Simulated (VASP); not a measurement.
Wanted: the native input for a VASP 6.6.1 run.

```
Task                   : single point
Functional             : PBE
Dispersion             : D3(BJ)
Potentials or basis    : VASP PAW PBE potentials, release 64 (Se, W_sv)
Cutoff                 : 520 eV
k mesh                 : 9 × 9 × 1
Occupations            : gaussian, width 0.05 eV
Spin                   : no spin polarisation
Dipole correction      : yes
Further INCAR settings : ALGO = Normal; EDIFF = 1e-06; NBANDS = 35
```

The structure of WSe2 lies in POSCAR:

```
WSe2
1.0
    3.2854929596      0.0000000000      0.0000000000
   -1.6427464798      2.8453203669      0.0000000000
    0.0000000000      0.0000000000     24.2386467078
Se W
4 2
Direct
    0.3333333333      0.6666666667      0.1856539292
    0.3333333333      0.6666666667      0.3246601780
    0.6666666667      1.3333333333      0.4777215285
    0.6666666667      1.3333333333      0.6167277773
    0.6666666667      0.3333333333      0.2551570536
    1.0000000000      1.0000000000      0.5472246529
```

These files were run (other wordings do the same):

INCAR

```
SYSTEM = WSe2
ALGO = Normal
DIPOL = 0.5 0.5 0.401
EDIFF = 1E-6
ENCUT = 520
GGA = PE
IDIPOL = 3
ISIF = 2
ISMEAR = 0
IVDW = 12
LASPH = .TRUE.
LCHARG = .FALSE.
LDIPOL = .TRUE.
LREAL = .FALSE.
LWAVE = .FALSE.
NBANDS = 35
NELM = 80
PREC = Accurate
SIGMA = 0.05
```

KPOINTS

```
k-points
0
G
  9 9 1
  0 0 0
```

Potentials or basis: VASP PAW PBE potentials, release 64 (Se, W_sv).

The run is started by

```bash
$ cat potpaw_PBE.64/Se/POTCAR potpaw_PBE.64/W_sv/POTCAR > POTCAR
$ mpirun -np 1 vasp_std > vasp.out
```

It gave:

```json
{
  "Largest force": "0.142 eV/Å",
  "Band gap on the k mesh": "1.58 eV, indirect (least direct gap 1.65 eV)",
  "Dispersion energy per atom": "-0.381 eV"
}
```

Caveat: spin-orbit coupling is left out, which moves the levels of the heavy elements.

Wall time 65 s on 1 thread of Intel(R) Xeon(R) 6975P-C (Granite Rapids) (shared host), peak memory 0.35 GiB.
